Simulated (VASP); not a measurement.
Wanted: the native input for a VASP 6.6.1 run.

- Task: single point
- Functional: LDA
- Potentials or basis: VASP PAW LDA potentials, release 64 (Sn_d, O)
- Cutoff: 520 eV
- k mesh: 6 × 6 × 5
- Occupations: fermi-dirac, width 0.02 eV
- Spin: no spin polarisation
- Dipole correction: no
- Further INCAR settings: ALGO = Normal; EDIFF = 1e-06; NBANDS = 28

The structure of SnO lies in POSCAR:

```
SnO
1.0
    3.8020000000      0.0380200000      0.0380200000
    0.0380200000      3.8020000000      0.0380200000
    0.0483600000      0.0483600000      4.8360000000
Sn O
2 2
Direct
    0.0000000000      0.5000000000      0.2385000000
    0.5000000000      0.0000000000      0.7615000000
    0.0000000000      0.0000000000      0.0000000000
    0.5000000000      0.5000000000      0.0000000000
```

This cell differs from its parent crystal: equal xy, yz and zx shear strains of +2 %.

One way to write it, as run:

INCAR

```
SYSTEM = SnO
PREC = Accurate ; ENCUT = 520
EDIFF = 1E-6 ; ISMEAR = -1
SIGMA = 0.02 ; LREAL = .False.
LASPH = .True. ; NELM = 80
ALGO = Normal ; ISIF = 2
LWAVE = .False. ; LCHARG = .True.
LELF = .True. ; LVHAR = .True.
NBANDS = 28
```

KPOINTS

```
Automatic mesh
0
Gamma
  6 6 5
  0 0 0
```

Potentials or basis: VASP PAW LDA potentials, release 64 (Sn_d, O).

The run is started by

```console
$ cat potpaw_LDA.64/Sn_d/POTCAR potpaw_LDA.64/O/POTCAR > POTCAR
$ mpirun -np 1 vasp_std > vasp.out
```

Results of the run:

```
Pressure               : -2.4 GPa
Largest force          : 0.207 eV/Å
Band gap on the k mesh : 0.08 eV (least direct gap 1.91 eV)
```

Caveat: the cell differs from its parent crystal (equal xy, yz and zx shear strains of +2 %); spin-orbit coupling is left out, which moves the levels of the heavy elements; an odd mesh through Γ misses points on the zone boundary, where band edges can lie.

It took 70 s on 1 thread of Intel(R) Xeon(R) Platinum 8488C (Sapphire Rapids), with other jobs on the host, peak memory 0.2 GiB.
